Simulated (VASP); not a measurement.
The system is HfO2.

```xyz
6
Lattice="3.6278 0.0000 0.0000 0.0000 3.6278 0.0000 0.0000 0.0000 5.2733" Properties=species:S:1:pos:R:3 pbc="T T T"
Hf    0.0000    0.0000    0.0000
Hf    1.8139    1.8139    2.6366
O     0.0000    1.8139    1.0399
O     1.8139    0.0000    1.5967
O     1.8139    0.0000    4.2334
O     0.0000    1.8139    3.6766
```

Base run:

```yaml
Program: VASP 6.6.1
Functional: LDA
Potentials_or_basis: VASP PAW LDA potentials, release 64 (Hf_pv, O)
Cutoff: 520 eV
k_mesh: 8 × 8 × 5
Occupations: fermi-dirac, width 0.05 eV
Spin: no spin polarisation
```

Its results: band gap on the k mesh 4.33 eV, indirect (least direct gap 4.39 eV); pressure -20.1 GPa; largest force 0.305 eV/Å.

Question: The run is repeated on the same cell with these changes: functional from LDA to PBE; potentials or basis from VASP PAW LDA potentials, release 64 (Hf_pv, O) to VASP PAW PBE potentials, release 64 (Hf_pv, O). What comes out?

Answer: Band gap on the k mesh 4.53 eV, indirect (least direct gap 4.59 eV); pressure -7.5 GPa; largest force 0.214 eV/Å.

Caveats: spin-orbit coupling is left out, which moves the levels of the heavy elements.

A k mesh can miss the band edges.
